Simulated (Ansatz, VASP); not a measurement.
# One calculation of Cd, two programs

```
CELL_PARAMETERS angstrom
2.95090 0.00000 0.00000
-1.47545 2.55555 0.00000
0.00000 0.00000 5.88385
ATOMIC_POSITIONS crystal
Cd 0.33333 0.66667 0.25000
Cd 0.66667 0.33333 0.75000
```

Alike in both runs: task single point; functional r2SCAN; k mesh 12 × 12 × 6; occupations fermi-dirac, width 0.2 eV; no spin polarisation.

```csv
,VASP,Ansatz
version,VASP 6.6.1,Ansatz 0.2.0
potentials or method,"VASP PAW PBE potentials, release 64 (Cd), cutoff 520 eV","plane waves (500 eV) with PAW, scalar-relativistic"
valence electrons in the cell,24,40
```

Ansatz gave:

| Item | Value |
| --- | --- |
| pressure (GPa) | 0.1 |
| traceless stress, the component that is largest in VASP (GPa) | -0.19 |

Which values does VASP return?

Pressure (GPa): 0.5; traceless stress, the component that is largest in VASP (GPa): -0.37.

VASP's potentials were made for PBE, not for r2SCAN. VASP's potentials hold 24 valence electrons a cell and Ansatz's 40, so a difference there can come from the potentials and not from the codes.
